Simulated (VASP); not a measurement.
Wanted: the native input for a VASP 6.6.1 run.

```
Task                   : relaxation of cell and atoms
Functional             : LDA
Potentials or basis    : VASP PAW LDA potentials, release 64 (Ta_pv)
Cutoff                 : 500 eV
k mesh                 : 8 × 8 × 8
Occupations            : gaussian, width 0.1 eV
Spin                   : no spin polarisation
Dipole correction      : no
Further INCAR settings : ALGO = Normal; EDIFF = 1e-07; IBRION = 2; EDIFFG = -0.05; NSW = 100; ISIF = 3
```

The structure of Ta lies in POSCAR:

```
Ta
1.0
   -1.6512800000      1.6512800000      1.6512800000
    1.6512800000     -1.6512800000      1.6512800000
    1.6512800000      1.6512800000     -1.6512800000
Ta
1
Direct
    0.0000000000      0.0000000000      0.0000000000
```

These files were run (other wordings do the same):

INCAR

```
ALGO     = Normal         # electronic algorithm
EDIFF    = 1E-7           # SCF threshold, eV
EDIFFG   = -0.05          # ionic threshold
ENCUT    = 500            # plane-wave cutoff, eV
GGA_COMPAT= False        
IBRION   = 2              # ionic algorithm
ISIF     = 3              # what is computed and relaxed
ISMEAR   = 0              # smearing method
LASPH    = True           # aspherical terms in the spheres
LCHARG   = False          # write CHGCAR
LREAL    = False          # projectors in reciprocal space
LWAVE    = False          # write WAVECAR
NELM     = 120            # most SCF steps
NELMIN   = 4            
NSW      = 100            # ionic steps
PREC     = Accurate       # precision mode
SIGMA    = 0.1            # smearing width, eV
```

KPOINTS

```
k-points
0
Gamma
  8 8 8
```

Potentials or basis: VASP PAW LDA potentials, release 64 (Ta_pv).

Run with:

```bash
$ cat potpaw_LDA.64/Ta_pv/POTCAR > POTCAR
$ mpirun -np 1 vasp_std > vasp.out
```

Results of the run:

```
Relaxed volume                         : 17.19 Å³/atom
Relaxed cell                           : a = 2.816 Å, b = 2.816 Å, c = 2.816 Å, α = 109.47°, β = 109.47°, γ = 109.47°
Space group after relaxing (to 0.05 Å) : Im-3m (No. 229)
Energy gained by relaxing              : 26.4 meV/atom
Ionic steps                            : 4
Pressure after relaxing                : -0.1 GPa
```

Run time: 16 s on 1 thread of Intel Xeon 8259CL, with other jobs on the host, peak memory 0.14 GiB.
